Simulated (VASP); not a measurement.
Input of a VASP 6.6.1 run:

INCAR

```
SYSTEM = W
PREC = Accurate
ENCUT = 520
EDIFF = 1E-7
ISMEAR = 0
SIGMA = 0.15
LREAL = .FALSE.
LASPH = .TRUE.
NELM = 100
ALGO = Fast
ISIF = 2
LWAVE = .FALSE.
LCHARG = .TRUE.
GGA = PE
LELF = .TRUE.
LVHAR = .TRUE.
NBANDS = 13
```

The input KPOINTS:

```
regular mesh
0
G
  20 20 20
  0 0 0
```

POSCAR

```
W
1.0
   -1.4695160000      1.4695160000      1.5334080000
    1.4695160000     -1.4695160000      1.5334080000
    1.4695160000      1.4695160000     -1.5334080000
W
1
Direct
    0.0000000000      0.0000000000      0.0000000000
```

Potentials or basis: VASP PAW PBE potentials, release 64 (W_sv).

Run with:

```bash
$ cat potpaw_PBE.64/W_sv/POTCAR > POTCAR
$ mpirun -np 1 vasp_std > vasp.out
```

(1) What does it give for the band gap on the k mesh?

(2) What does it give for the pressure?

Answers

(1) zero (bands 7 and 8 overlap by 7.69 eV).

(2) 91.8 GPa.

Caveat: the cell differs from its parent crystal (strain -0.080 along x and y, -0.040 along z); the stress differs along the axes, from 78 to 99 GPa; spin-orbit coupling is left out, which moves the levels of the heavy elements.
